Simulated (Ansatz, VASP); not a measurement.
# GaSb in VASP and in Ansatz

File INCAR:

```
  PREC = Accurate
  ENCUT = 520
  EDIFF = 1E-7
  ISMEAR = 0
  SIGMA = 0.15
  LREAL = F
  LASPH = T
  NELM = 80
  ALGO = Normal
  ISIF = 2
  LWAVE = F
  LCHARG = F
  GGA = PS
  NBANDS = 16
```

Contents of KPOINTS:

```
Automatic mesh
0
Gamma
  14 14 14
```

File POSCAR:

```
GaSb
1.0
    0.0000000000      3.1507700000      3.0590000000
    3.0590000000      0.0000000000      3.0590000000
    3.0590000000      3.1507700000      0.0000000000
Ga Sb
1 1
Direct
    0.0000000000      0.0000000000      0.0000000000
    0.7500000000      0.7500000000      0.7500000000
```

Input for Ansatz:

```yaml
crystal:
  lattice:
    - [0.0, 3.15077, 3.059]
    - [3.059, 0.0, 3.059]
    - [3.059, 3.15077, 0.0]
  atoms:
    - { symbol: Ga, position: [0.0, 0.0, 0.0] }
    - { symbol: Sb, position: [0.75, 0.75, 0.75] }
basis:
  ecutwfc: 420
kpoints:
  mp_grid: { grid: [14, 14, 14] }
hamiltonian:
  xc: pbesol
scf:
  occupations: { method: gaussian, width: 0.15 }
output:
  forces: true
  stress: true
  eigenvalues: true
```

Change from the starting cell: strain +0.0300 x Voigt [0, 1, 0, 0, 0, 0], atoms carried along.

Alike in both runs: task single point; functional PBEsol; k mesh 14 × 14 × 14; occupations gaussian, width 0.15 eV; no spin polarisation.

|  | VASP | Ansatz |
| --- | --- | --- |
| version | VASP 6.6.1 | Ansatz 0.2.0 |
| potentials or method | VASP PAW PBE potentials, release 64 (Ga_d, Sb), cutoff 520 eV | scalar-relativistic, plane waves, PAW |
| valence electrons in the cell | 18 | 28 |

Ansatz gave:

- gap on the k mesh at the Fermi level (eV): none
- pressure (GPa): -1.6
- traceless stress, the component that is largest in VASP (GPa): -0.90

Which values does VASP return?

gap on the k mesh at the Fermi level (eV): none; pressure (GPa): -1.5; traceless stress, the component that is largest in VASP (GPa): -0.90.

VASP's potentials were made for PBE, not for PBEsol. A gap of «none» marks a metal or a gap that the smearing closes. The functional is the same, so the differences come from potentials, cutoffs and numerics. VASP's potentials hold 18 valence electrons a cell and Ansatz's 28, so a difference there can come from the potentials and not from the codes.

Neither program's run includes spin-orbit coupling.
